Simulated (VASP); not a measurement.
SiC:

```
CELL_PARAMETERS angstrom
3.01238 0.00000 0.00000
-1.50619 2.60879 0.00000
0.00000 0.00000 4.74991
ATOMIC_POSITIONS crystal
Si 0.33333 0.66667 0.00460
Si 0.66667 0.33333 0.50460
C 0.33333 0.66667 0.38040
C 0.66667 0.33333 0.88040
```

| Quantity | Value |
| --- | --- |
| Program | VASP 6.6.1 |
| Task | relaxation of the atoms |
| Functional | LDA |
| Potentials or basis | VASP PAW LDA potentials, release 64 (Si, C) |
| Cutoff | 520 eV |
| k mesh | 12 × 12 × 6 |
| Occupations | gaussian, width 0.05 eV |
| Spin | no spin polarisation |

At the start: pressure 23.4 GPa; volume 9.33 Å³/atom.

Task: How do energy, volume and symmetry change on relaxing?

Result: Over 3 steps the energy falls by 5.4 meV/atom at a fixed cell; space group P6_3mc (No. 186, to 0.1 Å) before and after.

The path:
```tsv
step	energy change (eV)	largest force (eV/Å)	pressure (GPa)
1	0.0000	0.7316	23.41
2	0.0126	0.8169	22.50
3	-0.0216	0.0003	22.84
```

Final structure:
```
CELL_PARAMETERS angstrom
3.01238 0.00000 0.00000
-1.50619 2.60879 0.00000
0.00000 0.00000 4.74991
ATOMIC_POSITIONS crystal
Si 0.33333 0.66667 0.00142
Si 0.66667 0.33333 0.50142
C 0.33333 0.66667 0.38358
C 0.66667 0.33333 0.88358
```
